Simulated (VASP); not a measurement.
The system is Sn.

```
Sn
1.0
    -1.69122    1.95466    2.10787
     1.69122   -1.95466    2.10787
     1.69122    1.95466   -2.10787
Sn
1
Direct
  0.00000 0.00000 0.00000
```

| Quantity | Value |
| --- | --- |
| Program | VASP 6.6.1 |
| Task | relaxation of cell and atoms |
| Functional | PBE |
| Dispersion | D3(BJ) |
| Potentials or basis | VASP PAW PBE potentials, release 64 (Sn_d) |
| Cutoff | 600 eV |
| k mesh | 16 × 16 × 16 |
| Occupations | gaussian, width 0.1 eV |
| Spin | no spin polarisation |

At the start: pressure -2.1 GPa; volume 27.87 Å³/atom.

Problem. How do energy, volume and symmetry change on relaxing?

Solution. Over 32 steps the energy falls by 12.6 meV/atom and the volume is 26.58 Å³/atom (-4.6 %); space group I4/mmm (No. 139, to 0.05 Å).

Step by step:
| step | energy change (eV) | largest force (eV/Å) | pressure (GPa) | volume (Å³) |
| --- | --- | --- | --- | --- |
| 1 | 0.0000 | 0.0000 | -2.10 | 27.87 |
| 2 | -0.0089 | 0.0000 | 0.43 | 26.43 |
| 3 | -0.0091 | 0.0000 | 0.11 | 26.60 |
| 4 | -0.0091 | 0.0000 | 0.03 | 26.62 |
| 5 | -0.0098 | 0.0000 | 0.02 | 26.62 |
| 6 | -0.0115 | 0.0000 | 0.04 | 26.59 |
| 7 | -0.0123 | 0.0000 | 0.21 | 26.50 |
| 8 | -0.0118 | 0.0000 | -0.69 | 26.86 |
| 9 | -0.0124 | 0.0000 | 0.02 | 26.61 |
| 10 | -0.0124 | 0.0000 | -0.08 | 26.63 |
| 11 | -0.0124 | 0.0000 | -0.07 | 26.62 |
| 12 | -0.0124 | 0.0000 | -0.03 | 26.62 |
| 13 | -0.0125 | 0.0000 | -0.09 | 26.59 |
| 14 | -0.0125 | 0.0000 | 0.05 | 26.52 |
| 15 | -0.0126 | 0.0000 | 0.01 | 26.56 |
| 16 | -0.0126 | 0.0000 | 0.03 | 26.55 |
| 17 | -0.0126 | 0.0000 | -0.02 | 26.61 |
| 18 | -0.0126 | 0.0000 | -0.10 | 26.62 |
| 19 | -0.0126 | 0.0000 | -0.13 | 26.61 |
| 20 | -0.0126 | 0.0000 | -0.13 | 26.61 |
| 21 | -0.0126 | 0.0000 | 0.09 | 26.53 |
| 22 | -0.0126 | 0.0000 | 0.00 | 26.56 |
| 23 | -0.0126 | 0.0000 | 0.04 | 26.56 |
| 24 | -0.0126 | 0.0000 | 0.05 | 26.56 |
| 25 | -0.0126 | 0.0000 | -0.05 | 26.59 |
| 26 | -0.0126 | 0.0000 | -0.03 | 26.58 |
| 27 | -0.0126 | 0.0000 | 0.02 | 26.58 |
| 28 | -0.0126 | 0.0000 | 0.04 | 26.58 |
| 29 | -0.0126 | 0.0000 | -0.01 | 26.58 |
| 30 | -0.0126 | 0.0000 | -0.02 | 26.58 |
| 31 | -0.0126 | 0.0000 | -0.03 | 26.58 |
| 32 | -0.0126 | 0.0000 | -0.01 | 26.58 |

Final structure:
```yaml
crystal:
  lattice:
    - [-1.70366, 1.97447, 1.97563]
    - [1.70366, -1.97447, 1.97563]
    - [1.70366, 1.97447, -1.97563]
  atoms:
    - { symbol: Sn, position: [0.00000, 0.00000, 0.00000] }
```

Caveat: pairwise dispersion overbinds metals, which lowers pressure and volume.
